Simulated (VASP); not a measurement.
Cu, 1 atom in the cell. The structure is monoclinic, space group P2/m (No. 10). The conventional cell has a = 11.570 Å, b = 2.238 Å, c = 22.224 Å, α = 90.00°, β = 101.93°, γ = 90.00°. Within 3.0 Å of Cu (site symmetry 2/m) lie 2 Cu at 2.24 Å. 

| Quantity | Value |
| --- | --- |
| Program | VASP 6.6.1 |
| Task | single point |
| Functional | PBEsol |
| Dispersion | D4 |
| Potentials or basis | VASP PAW PBE potentials, release 64 (Cu) |
| Cutoff | 520 eV |
| k mesh | 3 × 12 × 2 |
| Occupations | methfessel-paxton, width 0.1 eV |
| Spin | no spin polarisation |
| Dipole correction | no |
| Further INCAR settings | ALGO = Normal; EDIFF = 1e-07; NBANDS = 12 |

Potentials or basis: VASP PAW PBE potentials, release 64 (Cu).

Launch:

```console
$ cat potpaw_PBE.64/Cu/POTCAR > POTCAR
$ mpirun -np 1 vasp_std > vasp.out
```

Hardware: 1 thread of Intel Xeon 8259CL, on a shared host.

Problem. Estimate the wall time of this run.

Solution. It took 7.1 min on 1 thread of Intel Xeon 8259CL, with other jobs on the host, peak memory 0.66 GiB. Counts: scf iterations 25, k points 28.
